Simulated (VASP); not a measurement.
Runs of VASP 6.6.1 on AlN. The structure is that of space group Fm-3m (No. 225), or close to it. The cells are those of the table. 

| task | level | cell | gap on the mesh (eV) | pressure (GPa) | relaxed volume (Å³/atom) |
| --- | --- | --- | --- | --- | --- |
| single point | PBE | a = 2.878 Å, angles 60.0°, 2 atoms | 4.41 | -0.4 | - |
| relaxation of cell and atoms | PBE | relaxed from a = 2.785 Å, angles 60.0°, 2 atoms | 4.43 | 0.1 | 8.42 |
| single point | RPBE | a = 2.896 Å, angles 60.0°, 2 atoms | (b) | -0.8 | - |
| relaxation of cell and atoms | RPBE | relaxed from a = 2.785 Å, angles 60.0°, 2 atoms | 4.38 | 0.1 | (a) |

Alike in all rows: potentials or basis VASP PAW PBE potentials, release 64 (Al, N); no spin polarisation; k mesh 10 × 10 × 10; cutoff (eV) 600; smearing gaussian 0.01 eV.

**Question.** Estimate the missing entries.

**Answer.** (a) 8.56; (b) 4.35.

Caveats: the PAW data sets were made with another functional, which shifts forces and pressure a little (at least some runs).

A k mesh can miss the band edges.
